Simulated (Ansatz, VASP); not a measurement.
**One calculation of Zn3InN3, two programs**

```
CELL_PARAMETERS angstrom
4.83447 0.00000 0.00000
0.00000 4.83447 0.00000
0.00000 0.00000 4.83447
ATOMIC_POSITIONS crystal
Zn 0.50000 0.50000 0.00000
Zn 0.00000 0.50000 0.50000
Zn 0.50000 0.00000 0.50000
In 0.50000 0.50000 0.50000
N 0.50000 0.00000 0.00000
N 0.00000 0.50000 0.00000
N 0.00000 0.00000 0.50000
```

Change from the starting cell: species swapped into the Ce3GaBr3 type (Pm-3m, No. 221).

Alike in both runs: functional PBE; k mesh 4 × 4 × 4; occupations gaussian, width 0.1 eV; collinear spin.

Ansatz relaxed the structure, and its values are those at the end. VASP's run is a single point on that final structure, the one shown.

```csv
,VASP,Ansatz
version,VASP 6.6.1,Ansatz 0.2.0
potentials or method,"VASP PAW PBE potentials, release 64 (Zn, In_d, N), cutoff 520 eV","scalar-relativistic, plane waves, PAW"
valence electrons in the cell,64,64
```

```tsv
	VASP	Ansatz	Ansatz less VASP
gap on the k mesh at the Fermi level (eV)	none	none	-
pressure (GPa)	0.6	0.3	-0.22
net moment per atom (μB)	0.39	0.39	0.000
size of the moment on the site where the two differ most (μB)	0.67	0.85	+0.183
```

Site moments also hang on the region over which each program counts them. A gap of «none» marks a metal or a gap that the smearing closes.
